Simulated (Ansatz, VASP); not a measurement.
## One calculation of InP, two programs

The input POSCAR:

```
InP
1.0
    0.0000000000      2.9744575000      2.8865425000
    2.9744575000      0.0000000000      2.8865425000
    2.9744575000      2.9744575000      0.0000000000
In P
1 1
Direct
    0.0000000000      0.0000000000      0.0000000000
    0.7500000000      0.7500000000      0.7500000000
```

The input INCAR.step1:

```
SYSTEM = InP
PREC = Accurate ; ENCUT = 520
ISMEAR = 0 ; SIGMA = 0.05
LREAL = .False. ; LASPH = .True.
NELM = 80 ; NBANDS = 16
GGA = PE ; ALGO = Normal
EDIFF = 1E-4 ; LWAVE = .True.
LCHARG = .False.
```

The input INCAR.step2:

```
SYSTEM = InP
PREC = Accurate ; ENCUT = 520
EDIFF = 1E-6 ; ISMEAR = 0
SIGMA = 0.05 ; LREAL = .False.
LASPH = .True. ; NELM = 80
ALGO = Normal ; ISIF = 2
LWAVE = .False. ; LCHARG = .True.
METAGGA = R2SCAN ; LMIXTAU = .True.
LELF = .True. ; LVHAR = .True.
NBANDS = 16 ; ISTART = 1
```

File KPOINTS:

```
regular mesh
0
Gamma
  8 8 8
  0 0 0
```

Input for Ansatz:

```yaml
crystal:
  lattice:
    - [0.0, 2.9744575, 2.8865425]
    - [2.9744575, 0.0, 2.8865425]
    - [2.9744575, 2.9744575, 0.0]
  atoms:
    - { symbol: In, position: [0.0, 0.0, 0.0] }
    - { symbol: P, position: [0.75, 0.75, 0.75] }
basis:
  ecutwfc: 500
kpoints:
  mp_grid: { grid: [8, 8, 8] }
hamiltonian:
  xc: r2scan
scf:
  occupations: { method: gaussian, width: 0.05 }
output:
  forces: true
  stress: true
  eigenvalues: true
```

Change from the starting cell: strain +0.015 along x and y, -0.015 along z, atoms carried along.

Alike in both runs: task single point; functional r2SCAN; k mesh 8 × 8 × 8; occupations gaussian, width 0.05 eV; no spin polarisation.

|  | VASP | Ansatz |
| --- | --- | --- |
| version | VASP 6.6.1 | Ansatz 0.2.0 |
| potentials or method | VASP PAW PBE potentials, release 64 (In_d, P), cutoff 520 eV | scalar-relativistic, plane waves, PAW |
| valence electrons in the cell | 18 | 18 |

```csv
,VASP,Ansatz,Ansatz less VASP
gap on the k mesh at the Fermi level (eV),0.99,0.98,-0.004
least direct gap on the mesh (eV),0.99,0.98,-0.004
pressure (GPa),0.5,0.6,+0.10
"traceless stress, the component that is largest in VASP (GPa)",0.84,0.83,-0.008
```

VASP's potentials were made for PBE, not for r2SCAN.
